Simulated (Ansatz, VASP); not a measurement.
Pt: VASP beside Ansatz

The input INCAR:

```
SYSTEM = Pt
ALGO = Fast
EDIFF = 1E-6
ENCUT = 520
GGA = PE
ISIF = 2
ISMEAR = 0
LASPH = .True.
LCHARG = .False.
LREAL = .False.
LWAVE = .False.
NBANDS = 39
NELM = 60
PREC = Accurate
SIGMA = 0.15
```

Contents of KPOINTS:

```
k-points
0
Gamma
  19 19 4
  0 0 0
```

Contents of POSCAR:

```
Pt
1.0
    1.9579000000     -1.9579000000      0.0000000000
    1.9579000000      0.0000000000     -1.9579000000
    7.9759375673      7.9759375673      7.9759375673
Pt
6
Direct
    0.6666666667      0.6666666667      0.0818089160
    0.0000000000      0.0000000000      0.9000617268
    0.3333333333      0.3333333333      0.2454594782
    0.6666666667      0.6666666667      0.5727606025
    0.0000000000      0.0000000000      0.4091100404
    0.3333333333      0.3333333333      0.7364111647
```

Input for Ansatz:

```yaml
crystal:
  lattice:
    - [1.9579, -1.9579, 0.0]
    - [1.9579, 0.0, -1.9579]
    - [7.9759375673, 7.9759375673, 7.9759375673]
  atoms:
    - { symbol: Pt, position: [0.6666666667, 0.6666666667, 0.081808916] }
    - { symbol: Pt, position: [0.0, 0.0, 0.9000617268] }
    - { symbol: Pt, position: [0.3333333333, 0.3333333333, 0.2454594782] }
    - { symbol: Pt, position: [0.6666666667, 0.6666666667, 0.5727606025] }
    - { symbol: Pt, position: [0.0, 0.0, 0.4091100404] }
    - { symbol: Pt, position: [0.3333333333, 0.3333333333, 0.7364111647] }
basis:
  ecutwfc: 420
kpoints:
  mp_grid: { grid: [19, 19, 4] }
hamiltonian:
  xc: pbe
scf:
  occupations: { method: gaussian, width: 0.15 }
output:
  forces: true
  stress: true
  eigenvalues: true
```

Alike in both runs: task single point; functional PBE; k mesh 19 × 19 × 4; occupations gaussian, width 0.15 eV; no spin polarisation.

|  | VASP | Ansatz |
| --- | --- | --- |
| version | VASP 6.6.1 | Ansatz 0.2.0 |
| potentials or method | VASP PAW PBE potentials, release 64 (Pt), cutoff 520 eV | scalar-relativistic, plane waves, PAW |
| valence electrons in the cell | 60 | 108 |

```tsv
	VASP	Ansatz	Ansatz less VASP
gap on the k mesh at the Fermi level (eV)	none	none	-
pressure (GPa)	6.9	7.5	+0.53
traceless stress, the component that is largest in VASP (GPa)	-0.75	-0.74	+0.006
rms of the force components (eV/Å)	0.392	0.395	+0.0033
```

Atom by atom the forces differ by 0.004 eV/Å (rms over components). A gap of «none» marks a metal or a gap that the smearing closes. The functional is the same, so the differences come from potentials, cutoffs and numerics. VASP's potentials hold 60 valence electrons a cell and Ansatz's 108, so a difference there can come from the potentials and not from the codes.

Neither program's run includes spin-orbit coupling.
